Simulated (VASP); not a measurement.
# AsAu3 (P6_3/mmc) in VASP: a series of runs

Runs on AsAu3. Level: PBE. Tasks: single point.

Program: VASP 6.6.1. These are calculated values, not measurements. Logs are shortened: lines on timing, memory, paths and dates and some standing lists are left out, and cuts for length are marked.

## Step 1: The cell of the first run

The structure is hexagonal, space group P6_3/mmc (No. 194). The conventional cell has a = 6.037 Å, b = 6.037 Å, c = 4.872 Å, α = 90.00°, β = 90.00°, γ = 120.00°. Within 3.9 Å of Au (site symmetry mm2) lie 4 As at 2.99 to 3.02 Å and 8 Au at 3.00 to 3.02 Å. As (site symmetry -6m2) has 12 Au at 2.99 to 3.02 Å within 3.9 Å.

## Step 2: Single point, PBE

INCAR reads:

```
SYSTEM = AsAu3
ALGO = Fast
EDIFF = 1E-6
ENCUT = 520
GGA = PE
ISIF = 2
ISMEAR = -1
LASPH = .True.
LCHARG = .False.
LREAL = .False.
LWAVE = .False.
NBANDS = 48
NELM = 100
PREC = Accurate
SIGMA = 0.05
```

KPOINTS reads:

```
k-points
0
Gamma
  5 5 6
  0 0 0
```

POSCAR reads:

```
AsAu3
1.0
    6.0374021518      0.0000000000      0.0000000000
   -3.0187010759      5.2285436363      0.0000000000
    0.0000000000      0.0000000000      4.8721893491
Au As
6 2
Direct
    0.1668315050      0.3336630100      0.2500000000
    0.1668315050      0.8331684950      0.2500000000
    0.6663369900      0.8331684950      0.2500000000
    0.8331684950      0.6663369900      0.7500000000
    0.8331684950      0.1668315050      0.7500000000
    0.3336630100      0.1668315050      0.7500000000
    0.3333333333      0.6666666667      0.7500000000
    0.6666666667      0.3333333333      0.2500000000
```

Potentials or basis: VASP PAW PBE potentials, release 64 (Au, As).

Started as:

```console
cat potpaw_PBE.64/Au/POTCAR potpaw_PBE.64/As/POTCAR > POTCAR
mpirun -np 1 vasp_std > vasp.out
```

OUTCAR:

```text
SYSTEM = AsAu3
   EDIFF = 1E-6
   ENCUT = 520
   GGA = PE
   ISIF = 2
   ISMEAR = -1
   LASPH = .True.
   LREAL = .False.
   NELM = 100
   PREC = Accurate

 ion  position               nearest neighbor table
   1  0.167  0.334  0.250-   7 2.99   7 2.99   5 3.00   5 3.00   6 3.00   6 3.00   2 3.02   3 3.02
                             8 3.02   8 3.02   2 3.02   3 3.02
   2  0.167  0.833  0.250-   7 2.99   7 2.99   6 3.00   6 3.00   4 3.00   4 3.00   1 3.02   3 3.02
                             8 3.02   8 3.02   1 3.02   3 3.02
   3  0.666  0.833  0.250-   7 2.99   7 2.99   5 3.00   5 3.00   4 3.00   4 3.00   1 3.02   2 3.02
                             8 3.02   8 3.02   1 3.02   2 3.02
   4  0.833  0.666  0.750-   8 2.99   8 2.99   2 3.00   2 3.00   3 3.00   3 3.00   5 3.02   6 3.02
                             7 3.02   7 3.02   5 3.02   6 3.02
   5  0.833  0.167  0.750-   8 2.99   8 2.99   3 3.00   3 3.00   1 3.00   1 3.00   4 3.02   6 3.02
                             7 3.02   7 3.02   4 3.02   6 3.02
   6  0.334  0.167  0.750-   8 2.99   8 2.99   2 3.00   2 3.00   1 3.00   1 3.00   4 3.02   5 3.02
                             7 3.02   7 3.02   4 3.02   5 3.02
   7  0.333  0.667  0.750-   2 2.99   2 2.99   1 2.99   1 2.99   3 2.99   3 2.99   6 3.02   4 3.02
                             5 3.02   5 3.02   6 3.02   4 3.02
   8  0.667  0.333  0.250-   5 2.99   5 2.99   4 2.99   4 2.99   6 2.99   6 2.99   3 3.02   1 3.02
                             2 3.02   2 3.02   3 3.02   1 3.02

  LATTYP: Found a hexagonal cell.
 ALAT       =     6.0374021518
 C/A-ratio  =     0.8070009628

  Lattice vectors:

 A1 = (   6.0374021518,   0.0000000000,   0.0000000000)
 A2 = (  -3.0187010759,   5.2285436363,   0.0000000000)
 A3 = (   0.0000000000,   0.0000000000,   4.8721893491)

Analysis of symmetry for initial positions (statically):
=====================================================================
 Subroutine PRICEL returns:
 Original cell was already a primitive cell.

 Routine SETGRP: Setting up the symmetry group for a
 hexagonal supercell.

 Subroutine GETGRP returns: Found 24 space group operations
 (whereof 12 operations were pure point group operations)
 out of a pool of 24 trial point group operations.

The static configuration has the point symmetry D_3d.
 The point group associated with its full space group is D_6h.

Analysis of symmetry for dynamics (positions and initial velocities):
=====================================================================
 Subroutine PRICEL returns:
 Original cell was already a primitive cell.

 Routine SETGRP: Setting up the symmetry group for a
 hexagonal supercell.

 Subroutine GETGRP returns: Found 24 space group operations
 (whereof 12 operations were pure point group operations)
 out of a pool of 24 trial point group operations.
[... 120 lines left out ...]
   NELECT =      76.0000    total number of electrons
   NUPDOWN=      -1.0000    fix difference up-down
   EMIN   =  10.00;   EMAX   =-10.00  energy-range for DOS
   EFERMI =   0.00;   METHOD = LEGACY
   ISMEAR =    -1;   SIGMA  =   0.05  broadening in eV -4-tet -1-fermi 0-gaus
   EFERMI_NEDOS =   21; number of points for ismear=-14 and -15
   IALGO  =     68    algorithm
   IMIX   =      4    mixing-type and parameters
     AMIX     =   0.40;   BMIX     =  1.00
     AMIX_MAG =   1.60;   BMIX_MAG =  1.00
  volume/ion in A,a.u.               =      19.22       129.74
  Fermi-wavevector in a.u.,A,eV,Ry     =   1.294278  2.445831 22.791888  1.675157
  Thomas-Fermi vector in A             =   2.425871
   LORBIT       =      0    0 simple, 1 ext, 2 COOP (PROOUT), +10 PAW based schemes
   GGA     = PE    functional components
   LHFCALC =     F    Hartree Fock is set to
   AEXX    =    0.0000 exact exchange contribution
   IVDW    =     0    specifies the selected vdW correction
   LEPSILON=     F    determine dielectric tensor
   LRPA    =     F    only Hartree local field effects (RPA)
 non-spin polarized calculation
 RMM-DIIS sequential band-by-band and
  energy-cutoff  :      520.00
  volume of cell :      153.80
 maximum number of plane-waves:      4183
 NGX is ok and might be reduce to    48
   NGX = 23   NGY = 23   NGZ = 19

 number of electron      76.0000005 magnetization

 Free energy of the ion-electron system (eV)
  ---------------------------------------------------
  ext. energy  EPLUGINS =         0.00000000
  ---------------------------------------------------
  free energy    TOTEN  =       -27.36205456 eV

  energy without entropy =      -27.33175639  energy(sigma->0) =      -27.34690547

 E-fermi :   7.4741     XC(G=0): -11.6894

 val. band max:        7.4710340321   @ k =   0.4000   0.0000   0.1667
 cond. band min:       7.4832878446   @ k =   0.2000   0.2000   0.1667
 fundamental gap:      0.0122538125
 Fermi energy:         7.4741132400

 k-point     1 :       0.0000    0.0000    0.0000
  band No.  band energies     occupation
      1      -4.7137      2.00000
      2      -3.5964      2.00000
      3       1.3314      2.00000
      4       1.4081      2.00000
      5       1.5788      2.00000
      6       1.5788      2.00000
[... 1009 lines left out ...]
     47      13.1307      0.00000
     48      13.1307      0.00000

------------------------ aborting loop because EDIFF is reached ----------------------------------------

  FORCE on cell =-STRESS in cart. coord.  units (eV):
  Direction    XX          YY          ZZ          XY          YZ          ZX
  --------------------------------------------------------------------------------------
  -------------------------------------------------------------------------------------
  Total       -4.7710928     -4.7710928     -5.2017014     -0.0000000      0.0000000      0.0000000
  in kB      -49.7019523    -49.7019523    -54.1877351     -0.0000000      0.0000000      0.0000000
  external PRESSURE =     -51.1972132 kB  Pullay stress =       0.0000000 kB

 VOLUME and BASIS-vectors are now :
 -----------------------------------------------------------------------------
  energy-cutoff  :      520.00
  volume of cell :      153.80
      direct lattice vectors                 reciprocal lattice vectors
     6.037402152  0.000000000  0.000000000     0.165634154  0.095628924  0.000000000
    -3.018701076  5.228543636  0.000000000     0.000000000  0.191257847  0.000000000
     0.000000000  0.000000000  4.872189349     0.000000000  0.000000000  0.205246539

 POSITION                                       TOTAL-FORCE (eV/Angst)
 -----------------------------------------------------------------------------------
     -0.00000      1.74457      1.21805         0.000000     -0.062896      0.000000
     -1.50786      4.35626      1.21805        -0.054469      0.031448      0.000000
      1.50786      4.35626      1.21805         0.054469      0.031448     -0.000000
      3.01870      3.48397      3.65414        -0.000000      0.062896     -0.000000
      4.52656      0.87229      3.65414         0.054469     -0.031448      0.000000
      1.51084      0.87229      3.65414        -0.054469     -0.031448      0.000000
     -0.00000      3.48570      3.65414        -0.000000      0.000000      0.000000
      3.01870      1.74285      1.21805         0.000000     -0.000000      0.000000
 -----------------------------------------------------------------------------------
    total drift:                               -0.000000      0.000000     -0.000000

  FREE ENERGIE OF THE ION-ELECTRON SYSTEM (eV)
  ---------------------------------------------------
  free  energy   TOTEN  =       -27.3620545583 eV

  energy  without entropy=      -27.3317563879  energy(sigma->0) =      -27.34690547
```

OSZICAR:

```text
N       E                     dE             d eps       ncg     rms          rms(c)
DAV:   1     0.460206318116E+03    0.46021E+03   -0.37436E+04  1920   0.149E+03
DAV:   2    -0.109053387949E+02   -0.47111E+03   -0.44873E+03  2096   0.310E+02
DAV:   3    -0.289303049476E+02   -0.18025E+02   -0.17507E+02  2224   0.546E+01
DAV:   4    -0.291720445948E+02   -0.24174E+00   -0.24144E+00  1976   0.660E+00
DAV:   5    -0.291747123403E+02   -0.26677E-02   -0.26666E-02  2240   0.696E-01    0.158E+01
RMM:   6    -0.274476035198E+02    0.17271E+01   -0.58497E+00  1922   0.109E+01    0.116E+01
RMM:   7    -0.273758172551E+02    0.71786E-01   -0.38243E-01  1945   0.220E+00    0.648E+00
RMM:   8    -0.273649471454E+02    0.10870E-01   -0.77151E-02  1943   0.103E+00    0.620E-01
RMM:   9    -0.273621466976E+02    0.28004E-02   -0.16176E-02  1991   0.422E-01    0.154E-01
RMM:  10    -0.273620398286E+02    0.10687E-03   -0.17830E-03  2076   0.152E-01    0.833E-02
RMM:  11    -0.273620659511E+02   -0.26123E-04   -0.50924E-04  2081   0.974E-02    0.780E-02
RMM:  12    -0.273620526188E+02    0.13332E-04   -0.15902E-04  2063   0.530E-02    0.114E-02
RMM:  13    -0.273620547299E+02   -0.21110E-05   -0.34853E-05  2060   0.178E-02    0.579E-03
RMM:  14    -0.273620545583E+02    0.17159E-06   -0.64061E-06  1521   0.867E-03
   1 F= -.27362055E+02 E0= -.27346905E+02  d E =-.302982E-01
```

Wall time 1.8 min (1 thread of Intel Xeon 6975P-C (Granite Rapids), shared host); peak memory 0.34 GiB.

Results:

| Item | Value |
| --- | --- |
| Free energy | -27.3621 eV |
| Pressure | -5.1 GPa |
| Largest force | 0.063 eV/Å |
| Band gap on the k mesh | zero (bands 38 and 39 overlap by 1.56 eV) |

Forces in eV/Å, atoms in the order of the input:
```
Au   0.000 -0.063  0.000
Au  -0.054  0.031  0.000
Au   0.054  0.031  0.000
Au   0.000  0.063  0.000
Au   0.054 -0.031  0.000
Au  -0.054 -0.031  0.000
As   0.000  0.000  0.000
As   0.000  0.000  0.000
```

Caveat: the cell stands under tension; spin-orbit coupling is left out, which moves the levels of the heavy elements.

## Step 3: Single point, PBE

This run uses another cell than the first one, of 19.59 Å³/atom.

INCAR reads:

```
SYSTEM = AsAu3
PREC = Accurate ; ENCUT = 520
EDIFF = 1E-6 ; ISMEAR = -1
SIGMA = 0.05 ; LREAL = .FALSE.
LASPH = .TRUE. ; NELM = 100
ALGO = Fast ; ISIF = 2
LWAVE = .FALSE. ; LCHARG = .TRUE.
GGA = PE ; LELF = .TRUE.
LVHAR = .TRUE. ; NBANDS = 48
```

KPOINTS reads:

```
regular mesh
0
G
  5 5 6
  0 0 0
```

POSCAR: that of step 2 with these lines changed.

```diff
@@ -2,5 +2,5 @@
 1.0
-    6.0374021518      0.0000000000      0.0000000000
-   -3.0187010759      5.2285436363      0.0000000000
-    0.0000000000      0.0000000000      4.8721893491
+    6.0758579794      0.0000000000      0.0000000000
+   -3.0379289897      5.2618473599      0.0000000000
+    0.0000000000      0.0000000000      4.9032232390
 Au As
```

Potentials or basis: VASP PAW PBE potentials, release 64 (Au, As).

Started as:

```console
cat potpaw_PBE.64/Au/POTCAR potpaw_PBE.64/As/POTCAR > POTCAR
mpirun -np 1 vasp_std > vasp.out
```

Wall time 1.8 min (1 thread of Intel Xeon 6975P-C (Granite Rapids), shared host); peak memory 0.34 GiB.

The run converged. Its results:

| Property | Result |
| --- | --- |
| Free energy | -27.2533 eV |
| Pressure | -6.8 GPa |
| Largest force | 0.066 eV/Å |
| Band gap on the k mesh | zero (bands 38 and 39 overlap by 1.53 eV) |

Forces on the atoms (eV/Å):
```
Au   0.000 -0.066  0.000
Au  -0.057  0.033  0.000
Au   0.057  0.033  0.000
Au   0.000  0.066  0.000
Au   0.057 -0.033  0.000
Au  -0.057 -0.033  0.000
As   0.000  0.000  0.000
As   0.000  0.000  0.000
```

Stress tensor (GPa, compression positive):
```
-6.63  0.00  0.00
 0.00 -6.63  0.00
 0.00  0.00 -7.14
```

Levels at points of the mesh, in eV from the Fermi level:
```tsv
k point	band 36	band 37	band 38	band 39	band 40	band 41
(0.00, 0.00, 0.00)	-1.41	-0.93	-0.93	0.04	0.76	1.07
(0.00, 0.00, 0.50)	-1.84	-1.84	-1.84	-0.31	-0.31	1.75
```

Caveat: the cell stands under tension; spin-orbit coupling is left out, which moves the levels of the heavy elements.
